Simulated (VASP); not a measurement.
Set up this calculation in VASP 6.6.1, as the native input.

- Task: relaxation of cell and atoms
- Functional: PBE
- Potentials or basis: VASP PAW PBE potentials, release 64 (Si, O)
- Cutoff: 600 eV
- k mesh: 6 × 6 × 8
- Occupations: gaussian, width 0.1 eV
- Spin: no spin polarisation
- Dipole correction: no
- Further INCAR settings: ALGO = Normal; EDIFF = 1e-06; IBRION = 2; EDIFFG = -0.05; NSW = 100; ISIF = 3

The structure of SiO2 lies in POSCAR:

```
SiO2
1.0
    4.1865000000      0.0000000000      0.0000000000
    0.0000000000      4.1865000000      0.0000000000
    0.0000000000      0.0000000000      2.6684000000
Si O
2 4
Direct
    0.0000000000      0.0000000000      0.0000000000
    0.5000000000      0.5000000000      0.5000000000
    0.3059000000      0.3059000000      0.0000000000
    0.1941000000      0.8059000000      0.5000000000
    0.6941000000      0.6941000000      0.0000000000
    0.8059000000      0.1941000000      0.5000000000
```

One way to write it, as run:

INCAR

```
SYSTEM = SiO2
PREC = Accurate ; ENCUT = 600
EDIFF = 1E-6 ; ISMEAR = 0
SIGMA = 0.1 ; LREAL = .False.
LASPH = .True. ; NELM = 60
ALGO = Normal ; ISIF = 3
LWAVE = .False. ; LCHARG = .False.
GGA = PE ; IBRION = 2
NSW = 100 ; EDIFFG = -0.05
```

KPOINTS

```
regular mesh
0
Gamma
  6 6 8
  0 0 0
```

Potentials or basis: VASP PAW PBE potentials, release 64 (Si, O).

Launch:

```console
$ cat potpaw_PBE.64/Si/POTCAR potpaw_PBE.64/O/POTCAR > POTCAR
$ mpirun -np 1 vasp_std > vasp.out
```

Results of the run:

| Property | Result |
| --- | --- |
| Relaxed volume | 8.03 Å³/atom |
| Relaxed cell | a = 4.226 Å, b = 4.226 Å, c = 2.696 Å, α = 90.00°, β = 90.00°, γ = 90.00° |
| Space group after relaxing (to 0.1 Å) | P4_2/mnm (No. 136) |
| Energy gained by relaxing | 6.4 meV/atom |
| Ionic steps | 5 |
| Pressure after relaxing | 0.2 GPa |
| Largest force after relaxing | 0.022 eV/Å |
| Band gap on the k mesh | 5.04 eV |

Caveat: the relaxation stopped at a loose force limit of 0.05 eV/Å, so its end isn't a converged minimum.

Run time: 84 s on 1 thread of AMD EPYC 9R45 96-Core Processor (Zen 5), with other jobs on the host, peak memory 0.17 GiB.
